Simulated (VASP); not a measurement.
Wanted: the native input for a VASP 6.6.1 run.

```
Task                   : single point
Functional             : LDA
Potentials or basis    : VASP PAW LDA potentials, release 64 (Ni)
Cutoff                 : 520 eV
k mesh                 : 12 × 12 × 7
Occupations            : fermi-dirac, width 0.05 eV
Spin                   : collinear spin, ferromagnetic start
Starting moments       : [1.0, 1.0] μB
Dipole correction      : no
Further INCAR settings : ALGO = Fast; EDIFF = 1e-06; NBANDS = 21
```

The structure of Ni lies in POSCAR:

```
Ni
1.0
    2.4149374515      0.0000000000      0.0000000000
   -1.2074687258      2.0913971816      0.0000000000
    0.0000000000      0.0000000000      4.0177628822
Ni
2
Direct
    0.6666666667      0.3333333333      0.7500000000
    0.3333333333      0.6666666667      0.2500000000
```

This isn't the form of Ni at room conditions, which is fcc.

One way to write it, as run:

INCAR

```
SYSTEM = Ni
ALGO     = Fast           ! electronic algorithm
EDIFF    = 1E-6           ! SCF threshold, eV
ENCUT    = 520            ! plane-wave cutoff, eV
GGA      = CA             ! functional
ISIF     = 2              ! what is computed and relaxed
ISMEAR   = -1             ! smearing method
ISPIN    = 2              ! spin polarisation
LASPH    = .True.         ! aspherical terms in the spheres
LCHARG   = .False.        ! write CHGCAR
LMAXMIX  = 4              ! l up to which the mixer works
LORBIT   = 11             ! projections on sites
LREAL    = .False.        ! projectors in reciprocal space
LWAVE    = .False.        ! write WAVECAR
MAGMOM   = 1 1            ! initial moments
NBANDS   = 21             ! bands
NELM     = 150            ! most SCF steps
PREC     = Accurate       ! precision mode
SIGMA    = 0.05           ! smearing width, eV
```

KPOINTS

```
k-points
0
Gamma
  12 12 7
  0 0 0
```

Potentials or basis: VASP PAW LDA potentials, release 64 (Ni).

Launch:

```bash
$ cat potpaw_LDA.64/Ni/POTCAR > POTCAR
$ mpirun -np 1 vasp_std > vasp.out
```

Results of the run:

* Pressure: -2.2 GPa
* Net moment: 1.12 μB per cell
* Site moments: Ni +0.56 μB
* Valence electrons inside the program's atomic spheres: Ni 9.45

Wall time 55 s on 1 thread of Intel Xeon 8259CL, on a shared host, peak memory 0.16 GiB.
